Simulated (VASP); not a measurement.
A run of VASP 6.6.1:

INCAR

```
SYSTEM = Ge
PREC = Accurate
ENCUT = 520
EDIFF = 1E-6
ISMEAR = 0
SIGMA = 0.01
LREAL = .FALSE.
LASPH = .TRUE.
NELM = 60
ALGO = Normal
ISIF = 2
LWAVE = .FALSE.
LCHARG = .TRUE.
GGA = PS
LELF = .TRUE.
LVHAR = .TRUE.
NBANDS = 66
```

The input KPOINTS:

```
regular mesh
0
G
  12 12 4
  0 0 0
```

Contents of POSCAR:

```
Ge
1.0
    4.0052552627      0.0000000000      0.0000000000
   -2.0026276313      3.4686528061      0.0000000000
    0.0000000000      0.0000000000     13.1378846909
Ge
8
Direct
    0.0000000000      0.0000000000      0.4067582164
    0.0000000000      0.0000000000      0.5932417836
    0.0000000000      0.0000000000      0.9067582164
    0.0000000000      0.0000000000      0.0932417836
    0.3333333333      0.6666666667      0.3441908288
    0.6666666667      0.3333333333      0.6558091712
    0.6666666667      0.3333333333      0.8441908288
    0.3333333333      0.6666666667      0.1558091712
```

Potentials or basis: VASP PAW PBE potentials, release 64 (Ge_d).

Command:

```sh
$ cat potpaw_PBE.64/Ge_d/POTCAR > POTCAR
$ mpirun -np 1 vasp_std > vasp.out
```

Hardware: 1 thread of Intel(R) Xeon(R) Platinum 8488C (Sapphire Rapids) (shared host).

Problem. How long does it take, and how much memory?

Solution. Run time: 9.2 min on 1 thread of Intel(R) Xeon(R) Platinum 8488C (Sapphire Rapids), on a shared host, peak memory 0.58 GiB. Counts: scf iterations 15, k points 57.
